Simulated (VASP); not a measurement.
The system is Hf.

```
Hf
1.0
    -1.78061    1.78061    1.78061
     1.78061   -1.78061    1.78061
     1.78061    1.78061   -1.78061
Hf
1
Direct
  0.00000 0.00000 0.00000
```

This cell differs from its parent crystal: volume scaled by 0.96.

Base run:

* Program: VASP 6.6.1
* Functional: PBE
* Potentials or basis: VASP PAW PBE potentials, release 64 (Hf_pv)
* Cutoff: 520 eV
* k mesh: 10 × 10 × 10
* Occupations: fermi-dirac, width 0.05 eV
* Spin: no spin polarisation

Its results: band gap on the k mesh zero (band 5 reaches 6.03 eV, above the bottom of band 6 at 3.77 eV); pressure -1.5 GPa.

**Question.** The run is repeated on the same cell with these changes: functional from PBE to LDA; potentials or basis from VASP PAW PBE potentials, release 64 (Hf_pv) to VASP PAW LDA potentials, release 64 (Hf_pv). What comes out?

**Answer.** Band gap on the k mesh zero (band 5 reaches 5.82 eV, above the bottom of band 6 at 3.64 eV); pressure -9.5 GPa.

Caveats: spin-orbit coupling is left out, which moves the levels of the heavy elements.
